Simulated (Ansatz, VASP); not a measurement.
# MgS in VASP and in Ansatz

```
Mg S
1.0
    -0.02649    2.61475    2.61475
     2.61475   -0.02649    2.61475
     2.61475    2.61475   -0.02649
Mg S
1 1
Direct
  0.00000 0.00000 0.00000
  0.50000 0.50000 0.50000
```

Change from the starting cell: strained cell.

Alike in both runs: functional PBE; k mesh 6 × 6 × 6; occupations gaussian, width 0.02 eV; no spin polarisation.

Ansatz relaxed the structure, and its values are those at the end. VASP's run is a single point on that final structure, the one shown.

|  | VASP | Ansatz |
| --- | --- | --- |
| version | VASP 6.6.1 | Ansatz 0.2.0 |
| potentials or method | VASP PAW PBE potentials, release 64 (Mg, S), cutoff 600 eV | scalar-relativistic, plane waves, PAW |
| valence electrons in the cell | 8 | 16 |

Ansatz gave:

- gap on the k mesh at the Fermi level (eV): 2.63
- least direct gap on the mesh (eV): 3.40
- pressure (GPa): -1.0

Problem. Which values does VASP return?

Solution. gap on the k mesh at the Fermi level (eV): 2.62; least direct gap on the mesh (eV): 3.38; pressure (GPa): -1.3.

VASP's potentials hold 8 valence electrons a cell and Ansatz's 16, so a difference there can come from the potentials and not from the codes. Ansatz's warnings: stress scf threshold loose.
